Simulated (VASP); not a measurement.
## Bi2Te: single point with PBE

Crystal: Bi2Te.

```
CELL_PARAMETERS angstrom
-4.00791 4.00791 3.17432
4.00791 -4.00791 3.17432
4.00791 4.00791 -3.17432
ATOMIC_POSITIONS crystal
Bi 0.37500 0.70247 0.82747
Bi 0.87500 0.54753 0.17253
Bi 0.29753 0.12500 0.67253
Bi 0.45247 0.62500 0.32747
Te 0.00000 0.00000 0.00000
Te 0.75000 0.25000 0.50000
```

```yaml
Program: VASP 6.6.1
Task: single point
Functional: PBE
Potentials_or_basis: VASP PAW PBE potentials, release 64 (Bi_d, Te)
Cutoff: 520 eV
k_mesh: 4 × 4 × 4
Occupations: gaussian, width 0.1 eV
Spin: no spin polarisation
Dipole_correction: no
Further_INCAR_settings: ALGO = Fast; EDIFF = 1e-06; NBANDS = 45
```

The pressure is -0.2 GPa, the largest force is 0.081 eV/Å and the band gap on the k mesh is zero (band 36 reaches 6.63 eV, above the bottom of band 37 at 6.56 eV).

Forces on the atoms (eV/Å):
```
Bi  -0.081  0.000  0.000
Bi   0.081  0.000  0.000
Bi   0.000  0.081  0.000
Bi   0.000 -0.081  0.000
Te   0.000  0.000  0.000
Te   0.000  0.000  0.000
```

Levels at points of the mesh, in eV from the Fermi level:
```tsv
k point	band 33	band 34	band 35	band 36	band 37	band 38	band 39	band 40
(0.00, 0.00, 0.00)	-3.23	-1.41	-1.41	-0.82	0.86	1.88	2.60	2.60
(0.50, 0.00, 0.00)	-1.41	-1.32	-0.57	-0.41	0.45	0.75	0.81	1.66
(0.50, 0.50, 0.00)	-1.43	-1.43	-0.66	-0.66	0.10	0.10	1.24	1.24
(0.50, 0.50, 0.50)	-1.76	-1.76	0.11	0.11	0.28	0.28	1.03	1.03
```

It took 2.1 min on 1 thread of AMD EPYC 7R43 64-Core Processor (Zen 3) (shared host), peak memory 0.34 GiB.

Caveat: spin-orbit coupling is left out, which moves the levels of the heavy elements.
